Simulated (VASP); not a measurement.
HfN:

```
CELL_PARAMETERS angstrom
0.00000 2.41461 2.41461
2.41461 0.00000 2.41461
2.41461 2.41461 0.00000
ATOMIC_POSITIONS crystal
Hf 0.01455 0.91681 0.01476
N 0.73545 0.83319 0.73524
```

- Program: VASP 6.6.1
- Task: relaxation of the atoms
- Functional: LDA
- Potentials or basis: VASP PAW LDA potentials, release 64 (Hf_pv, N)
- Cutoff: 520 eV
- k mesh: 12 × 12 × 12
- Occupations: gaussian, width 0.15 eV
- Spin: no spin polarisation

At the start: pressure 18.1 GPa; volume 14.08 Å³/atom.

Problem. Where does the relaxation end?

Solution. Over 10 steps the energy falls by 561.7 meV/atom at a fixed cell; space group Cm (No. 8, to 0.1 Å) before, F-43m (No. 216, to 0.1 Å).

Step by step:
```tsv
step	energy change (eV)	largest force (eV/Å)	pressure (GPa)
1	0.0000	5.0626	18.10
2	-0.1944	5.0036	15.21
3	-0.5245	2.6414	9.93
4	-1.0402	1.4811	1.42
5	-1.1006	0.7413	0.37
6	-1.1009	0.7262	0.37
7	-1.1227	0.1193	-0.03
8	-1.1231	0.0825	-0.03
9	-1.1230	0.0833	-0.03
10	-1.1233	0.0099	-0.04
```

Final structure:
```
Hf N
1.0
     0.00000    2.41461    2.41461
     2.41461    0.00000    2.41461
     2.41461    2.41461    0.00000
Hf N
1 1
Cartesian
  2.4146 4.8288 2.4146
  3.6220 3.6223 3.6219
```
